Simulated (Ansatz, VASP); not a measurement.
Two plane-wave programs on C

```xyz
2
Lattice="0.0000 1.7784 1.7784 1.7784 0.0000 1.7784 1.7784 1.7784 0.0000" Properties=species:S:1:pos:R:3 pbc="T T T"
C     0.0000    0.0000    0.0000
C     0.8892    0.8892    0.8892
```

Alike in both runs: functional PBE; dispersion D3(BJ); k mesh 12 × 12 × 12; occupations gaussian, width 0.02 eV; no spin polarisation.

Ansatz relaxed the structure, and its values are those at the end. VASP's run is a single point on that final structure, the one shown.

|  | VASP | Ansatz |
| --- | --- | --- |
| version | VASP 6.6.1 | Ansatz 0.2.0 |
| potentials or method | VASP PAW PBE potentials, release 64 (C), cutoff 600 eV | scalar-relativistic, plane waves, PAW |
| valence electrons in the cell | 8 | 8 |

Ansatz gave:

| Item | Value |
| --- | --- |
| gap on the k mesh at the Fermi level (eV) | 4.18 |
| least direct gap on the mesh (eV) | 5.62 |
| pressure (GPa) | 0.0 |

**Question.** What did VASP give for the same quantities?

**Answer.** gap on the k mesh at the Fermi level (eV): 4.17; least direct gap on the mesh (eV): 5.61; pressure (GPa): 0.0.
